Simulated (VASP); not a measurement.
The system is Zr2Si2C.

```xyz
5
Lattice="3.6377 0.0000 0.0000 0.0000 3.6377 0.0000 0.0000 0.0000 5.7555" Properties=species:S:1:pos:R:3 pbc="T T T"
Zr    0.0000    1.8188    4.7787
Zr    1.8188    0.0000    0.9768
Si    0.0000    1.8188    1.8258
Si    1.8188    0.0000    3.9297
C     0.0000    0.0000    2.8778
```

The cell was generated, and may not be a known phase.

- Program: VASP 6.6.1
- Task: relaxation of cell and atoms
- Functional: PBE
- Potentials or basis: VASP PAW PBE potentials, release 64 (Zr_sv, Si, C)
- Cutoff: 600 eV
- k mesh: 10 × 10 × 8
- Occupations: gaussian, width 0.1 eV
- Spin: no spin polarisation

At the start: pressure -0.1 GPa; volume 15.23 Å³/atom.

Task: How do energy, volume and symmetry change on relaxing?

Result: Over 13 steps the energy falls by 3.3 meV/atom and the volume is 15.26 Å³/atom (+0.2 %); space group P-4m2 (No. 115, to 0.1 Å) before and after.

Step by step:
| step | energy change (eV) | largest force (eV/Å) | pressure (GPa) | volume (Å³) |
| --- | --- | --- | --- | --- |
| 1 | 0.0000 | 0.1049 | -0.14 | 76.16 |
| 2 | -0.0095 | 0.0982 | 0.23 | 76.01 |
| 3 | -0.0124 | 0.1447 | 0.59 | 75.88 |
| 4 | -0.0141 | 0.0735 | -0.56 | 76.54 |
| 5 | -0.0143 | 0.0909 | -0.28 | 76.38 |
| 6 | -0.0153 | 0.0675 | 0.01 | 76.26 |
| 7 | -0.0154 | 0.0743 | 0.09 | 76.22 |
| 8 | -0.0161 | 0.0421 | 0.03 | 76.28 |
| 9 | -0.0163 | 0.0202 | -0.01 | 76.33 |
| 10 | -0.0163 | 0.0242 | -0.12 | 76.41 |
| 11 | -0.0163 | 0.0018 | -0.08 | 76.37 |
| 12 | -0.0163 | 0.0070 | 0.15 | 76.26 |
| 13 | -0.0164 | 0.0046 | 0.04 | 76.31 |

Final structure:
```yaml
crystal:
  lattice:
    - [3.67868, 0.00000, 0.00000]
    - [0.00000, 3.67868, 0.00000]
    - [0.00000, 0.00000, 5.63921]
  atoms:
    - { symbol: Zr, position: [0.00000, 0.50000, 0.82563] }
    - { symbol: Zr, position: [0.50000, 0.00000, 0.17437] }
    - { symbol: Si, position: [0.00000, 0.50000, 0.31675] }
    - { symbol: Si, position: [0.50000, 0.00000, 0.68325] }
    - { symbol: C, position: [0.00000, 0.00000, 0.50000] }
```
